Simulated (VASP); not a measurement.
Input of a VASP 6.6.1 run:

Contents of INCAR:

```
PREC = Accurate ; ENCUT = 520
EDIFF = 1E-6 ; ISMEAR = 0
SIGMA = 0.15 ; LREAL = F
LASPH = T ; NELM = 60
ALGO = Fast ; ISIF = 2
LWAVE = F ; LCHARG = T
LELF = T ; LVHAR = T
NBANDS = 10
```

Contents of KPOINTS:

```
regular mesh
0
Gamma
  14 14 14
```

The input POSCAR:

```
Rb
1.0
   -2.4793900743      2.4793900743      2.6717907440
    2.4793900743     -2.4793900743      2.6717907440
    2.4793900743      2.4793900743     -2.6717907440
Rb
1
Direct
    0.0000000000      0.0000000000      0.0000000000
```

Potentials or basis: VASP PAW LDA potentials, release 64 (Rb_sv).

Launch:

```sh
$ cat potpaw_LDA.64/Rb_sv/POTCAR > POTCAR
$ mpirun -np 1 vasp_std > vasp.out
```

Predict the band gap on the k mesh.

zero (an odd number of electrons rules out a gap without spin polarisation).

What does it give for the pressure?

0.8 GPa.
